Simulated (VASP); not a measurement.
# CsH (I4/mmm) in VASP: further runs

The runs below take CsH through single point, with r2SCAN.

Program: VASP 6.6.1. These are calculated values, not measurements. Logs are shortened: lines on timing, memory, paths and dates and some standing lists are left out, and cuts for length are marked.

**1. The cell of the first run**

The structure is tetragonal, space group I4/mmm (No. 139). The conventional cell has a = 5.061 Å, b = 5.061 Å, c = 5.060 Å, α = 90.00°, β = 90.00°, γ = 90.00°. Within 3.3 Å of Cs (site symmetry 4/mmm) lie 2 H at 2.53 Å. H (site symmetry 4/mmm) has 2 Cs at 2.53 Å within 3.3 Å.

**2. Single point, r2SCAN**

POSCAR

```
CsH
1.0
    0.0000000000      3.5785891550      2.5300625326
    3.5785891550      0.0000000000      2.5300625326
    3.5785891550      3.5785891550      0.0000000000
Cs H
1 1
Direct
    0.0000000000      0.0000000000      0.0000000000
    0.5000000000      0.5000000000      0.5000000000
```

INCAR.step1

```
SYSTEM = CsH
PREC = Accurate ; ENCUT = 520
ISMEAR = 0 ; SIGMA = 0.05
LREAL = .False. ; LASPH = .True.
NELM = 80 ; NBANDS = 12
GGA = PE ; ALGO = Normal
EDIFF = 1E-4 ; LWAVE = .True.
LCHARG = .False.
```

INCAR.step2

```
SYSTEM = CsH
PREC = Accurate ; ENCUT = 520
EDIFF = 1E-6 ; ISMEAR = 0
SIGMA = 0.05 ; LREAL = .False.
LASPH = .True. ; NELM = 80
ALGO = Normal ; ISIF = 2
LWAVE = .False. ; LCHARG = .False.
METAGGA = R2SCAN ; LMIXTAU = .True.
NBANDS = 12 ; ISTART = 1
```

KPOINTS

```
Automatic mesh
0
Gamma
  8 8 8
  0 0 0
```

Potentials or basis: VASP PAW PBE potentials, release 64 (Cs_sv, H).

Run with:

```sh
$ cat potpaw_PBE.64/Cs_sv/POTCAR potpaw_PBE.64/H/POTCAR > POTCAR
$ cp INCAR.step1 INCAR
$ mpirun -np 1 vasp_std > vasp.out
$ cp INCAR.step2 INCAR
$ mpirun -np 1 vasp_std > vasp.out
```

OUTCAR:

```text
SYSTEM = CsH
   PREC = Accurate
   ENCUT = 520
   EDIFF = 1E-6
   ISMEAR = 0
   LREAL = .False.
   LASPH = .True.
   NELM = 80
   ISIF = 2
   METAGGA = R2SCAN
   ISTART = 1

 ion  position               nearest neighbor table
   1  0.000  0.000  0.000-
   2  0.500  0.500  0.500-

  LATTYP: Found a body centered tetragonal cell.
 ALAT       =     5.0608893172
 C/A-ratio  =     0.9998489886

  Lattice vectors:

 A1 = (   0.0000000000,  -3.5785891550,  -2.5300625326)
 A2 = (   0.0000000000,   3.5785891550,  -2.5300625326)
 A3 = (   3.5785891550,   0.0000000000,   2.5300625326)

Analysis of symmetry for initial positions (statically):
=====================================================================
 Subroutine PRICEL returns:
 Original cell was already a primitive cell.

 Routine SETGRP: Setting up the symmetry group for a
 body centered tetragonal supercell.

 Subroutine GETGRP returns: Found 16 space group operations
 (whereof 16 operations were pure point group operations)
 out of a pool of 16 trial point group operations.

The static configuration has the point symmetry D_4h.

Analysis of symmetry for dynamics (positions and initial velocities):
=====================================================================
 Subroutine PRICEL returns:
 Original cell was already a primitive cell.

 Routine SETGRP: Setting up the symmetry group for a
 body centered tetragonal supercell.

 Subroutine GETGRP returns: Found 16 space group operations
 (whereof 16 operations were pure point group operations)
 out of a pool of 16 trial point group operations.

The dynamic configuration has the point symmetry D_4h.

 Subroutine INISYM returns: Found 16 space group operations
 (whereof 16 operations are pure point group operations),
 and found     1 'primitive' translations

----------------------------------------------------------------------------------------

                                     Primitive cell

  volume of cell :      64.8015

  direct lattice vectors                    reciprocal lattice vectors
     0.000000000  3.578589155  2.530062533    -0.139719867  0.139719867  0.197623574
     3.578589155  0.000000000  2.530062533     0.139719867 -0.139719867  0.197623574
     3.578589155  3.578589155  0.000000000     0.139719867  0.139719867 -0.197623574

  length of vectors
[... 83 lines left out ...]
   LREAL  =      F    real-space projection
   EDIFFG = 0.1E-04   stopping-criterion for IOM
   NSW    =      0    number of steps for IOM
   IBRION =     -1    ionic relax: 0-MD 1-quasi-New 2-CG
   NFREE  =      0    steps in history (QN), initial steepest desc. (CG)
   ISIF   =      2    stress and relaxation
   ISYM   =      2    0-nonsym 1-usesym 2-fastsym
   POTIM  = 0.5000    time-step for ionic-motion
   TEBEG  =    0.0;   TEEND  =   0.0 temperature during run
   PSTRESS=    0.0 pullay stress
   NELECT =      10.0000    total number of electrons
   NUPDOWN=      -1.0000    fix difference up-down
   EMIN   =  10.00;   EMAX   =-10.00  energy-range for DOS
   EFERMI =   0.00;   METHOD = LEGACY
   ISMEAR =     0;   SIGMA  =   0.05  broadening in eV -4-tet -1-fermi 0-gaus
   EFERMI_NEDOS =   21; number of points for ismear=-14 and -15
   IALGO  =     38    algorithm
   IMIX   =      4    mixing-type and parameters
     AMIX     =   0.40;   BMIX     =  1.00
     AMIX_MAG =   1.60;   BMIX_MAG =  1.00
  volume/ion in A,a.u.               =      32.40       218.65
  Fermi-wavevector in a.u.,A,eV,Ry     =   0.878105  1.659378 10.491026  0.771069
  Thomas-Fermi vector in A             =   1.998146
   LORBIT       =      0    0 simple, 1 ext, 2 COOP (PROOUT), +10 PAW based schemes
   METAGGA = R2SCAN    functional components
   LHFCALC =     F    Hartree Fock is set to
   AEXX    =    0.0000 exact exchange contribution
   IVDW    =     0    specifies the selected vdW correction
   LEPSILON=     F    determine dielectric tensor
   LRPA    =     F    only Hartree local field effects (RPA)
 non-spin polarized calculation
 Gauss-broadening in eV      SIGMA  =   0.05
  energy-cutoff  :      520.00
  volume of cell :       64.80
 maximum number of plane-waves:      1766
 NGX is ok and might be reduce to    36

 number of electron      10.0000000 magnetization

 Free energy of the ion-electron system (eV)
  ---------------------------------------------------
  ext. energy  EPLUGINS =         0.00000000
  ---------------------------------------------------
  free energy    TOTEN  =       -28.41654190 eV

  energy without entropy =      -28.41654190  energy(sigma->0) =      -28.41654190

 E-fermi :   0.9912     XC(G=0):  -7.4376

 val. band max:        0.7203985565   @ k =   0.5000   0.0000   0.0000
 cond. band min:       2.5332315920   @ k =   0.5000   0.0000   0.0000
 fundamental gap:      1.8128330356
 Fermi energy:         0.9911605941

 k-point     1 :       0.0000    0.0000    0.0000
  band No.  band energies     occupation
      1     -21.9547      2.00000
      2      -8.1616      2.00000
      3      -8.1616      2.00000
      4      -7.8886      2.00000
      5      -1.6876      2.00000
      6       4.0376      0.00000
      7       5.7345      0.00000
      8       5.8076      0.00000
      9       5.8076      0.00000
     10       7.0310      0.00000
     11       9.1902      0.00000
     12       9.1902      0.00000
[... 331 lines left out ...]
 k-point    24 :       0.3750    0.0000    0.1250
  band No.  band energies     occupation
      1     -21.8851      2.00000
      2      -8.7198      2.00000
      3      -8.3355      2.00000
      4      -8.1029      2.00000
      5      -0.4080      2.00000
      6       3.2258      0.00000
      7       4.5524      0.00000
      8       6.1076      0.00000
      9       7.4287      0.00000
     10       8.0092      0.00000
     11       9.6088      0.00000
     12      10.9668      0.00000

 [... further k-points ...]
[... 5 lines left out ...]
  --------------------------------------------------------------------------------------
  -------------------------------------------------------------------------------------
  Total       -0.4946886     -0.4946886      5.6456658      0.0000000      0.0000000      0.0000000
  in kB      -12.2308756    -12.2308756    139.5856634      0.0000000      0.0000000      0.0000000
  external PRESSURE =      38.3746374 kB  Pullay stress =       0.0000000 kB

 VOLUME and BASIS-vectors are now :
 -----------------------------------------------------------------------------
  energy-cutoff  :      520.00
  volume of cell :       64.80
      direct lattice vectors                 reciprocal lattice vectors
     0.000000000  3.578589155  2.530062533    -0.139719867  0.139719867  0.197623574
     3.578589155  0.000000000  2.530062533     0.139719867 -0.139719867  0.197623574
     3.578589155  3.578589155  0.000000000     0.139719867  0.139719867 -0.197623574

 POSITION                                       TOTAL-FORCE (eV/Angst)
 -----------------------------------------------------------------------------------
      0.00000      0.00000      0.00000         0.000000     -0.000000      0.000000
      3.57859      3.57859      2.53006         0.000000      0.000000      0.000000
 -----------------------------------------------------------------------------------
    total drift:                               -0.000000      0.000000      0.000000

  FREE ENERGIE OF THE ION-ELECTRON SYSTEM (eV)
  ---------------------------------------------------
  free  energy   TOTEN  =       -28.4165418992 eV

  energy  without entropy=      -28.4165418992  energy(sigma->0) =      -28.41654190
```

OUTCAR.step1:

```text
SYSTEM = CsH
   PREC = Accurate
   ENCUT = 520
   ISMEAR = 0
   LREAL = .False.
   LASPH = .True.
[... 583 lines left out ...]
      0.00000      0.00000      0.00000         0.000000     -0.000000      0.000000
      3.57859      3.57859      2.53006        -0.000000      0.000000     -0.000000
 -----------------------------------------------------------------------------------
    total drift:                               -0.000000      0.000000      0.000000

  FREE ENERGIE OF THE ION-ELECTRON SYSTEM (eV)
  ---------------------------------------------------
  free  energy   TOTEN  =        -4.0290528426 eV

  energy  without entropy=       -4.0290528426  energy(sigma->0) =       -4.02905284
```

Run time: 2.3 min. Hardware: 1 thread of AMD EPYC 9R45 (Zen 5), shared host; peak memory 0.21 GiB.

What came out:

```
Free energy            : -28.4165 eV
Pressure               : 3.8 GPa
Band gap on the k mesh : 1.81 eV, direct
```

Caveat: the PAW data sets were made with another functional, which shifts forces and pressure a little; spin-orbit coupling is left out, which moves the levels of the heavy elements. A k mesh can miss the band edges.

**3. Single point, r2SCAN**

This run uses another cell than the first one, of the same volume but with other edges.

POSCAR

```
CsH
1.0
    0.0000000000      2.8403280946      4.0162239258
    2.8403280946      0.0000000000      4.0162239258
    2.8403280946      2.8403280946      0.0000000000
Cs H
1 1
Direct
    0.0000000000      0.0000000000      0.0000000000
    0.5000000000      0.5000000000      0.5000000000
```

INCAR.step1

```
SYSTEM = CsH
  PREC = Accurate
  ENCUT = 520
  ISMEAR = 0
  SIGMA = 0.05
  LREAL = .FALSE.
  LASPH = .TRUE.
  NELM = 100
  NBANDS = 12
  GGA = PE
  ALGO = Normal
  EDIFF = 1E-4
  LWAVE = .TRUE.
  LCHARG = .FALSE.
```

INCAR.step2

```
SYSTEM = CsH
  PREC = Accurate
  ENCUT = 520
  EDIFF = 1E-7
  ISMEAR = 0
  SIGMA = 0.05
  LREAL = .FALSE.
  LASPH = .TRUE.
  NELM = 100
  ALGO = Normal
  ISIF = 2
  LWAVE = .FALSE.
  LCHARG = .TRUE.
  METAGGA = R2SCAN
  LMIXTAU = .TRUE.
  LELF = .TRUE.
  LVHAR = .TRUE.
  NBANDS = 12
  ISTART = 1
```

KPOINTS

```
Automatic mesh
0
G
  8 8 8
  0 0 0
```

Potentials or basis: VASP PAW PBE potentials, release 64 (Cs_sv, H).

Run with:

```sh
$ cat potpaw_PBE.64/Cs_sv/POTCAR potpaw_PBE.64/H/POTCAR > POTCAR
$ cp INCAR.step1 INCAR
$ mpirun -np 1 vasp_std > vasp.out
$ cp INCAR.step2 INCAR
$ mpirun -np 1 vasp_std > vasp.out
```

Wall time 2.6 min (1 thread of AMD EPYC 9R45 (Zen 5), shared host); peak memory 0.21 GiB.

Results (log left out):

* Free energy: -28.6965 eV
* Pressure: 2.5 GPa
* Band gap on the k mesh: 2.19 eV, direct

Stress tensor (GPa, compression positive):
```
 4.51  0.00  0.00
 0.00  4.51  0.00
 0.00  0.00 -1.40
```

Levels at points of the mesh, in eV from the valence-band top:
| k point | band 3 | band 4 | band 5 | band 6 | band 7 | band 8 |
| --- | --- | --- | --- | --- | --- | --- |
| (0.00, 0.00, 0.00) | -8.23 | -8.23 | -2.03 | 3.11 | 4.51 | 6.37 |
| (0.50, 0.00, 0.00) | -8.89 | -8.15 | 0.00 | 2.19 | 4.25 | 6.13 |
| (0.50, 0.50, 0.00) | -8.30 | -8.30 | -1.66 | 3.76 | 3.88 | 8.41 |
| (0.50, 0.00, 0.50) | -9.05 | -8.81 | -1.79 | 3.19 | 6.39 | 6.63 |

Caveat: the PAW data sets were made with another functional, which shifts forces and pressure a little; spin-orbit coupling is left out, which moves the levels of the heavy elements.

(Continued in part 2 of 2.)
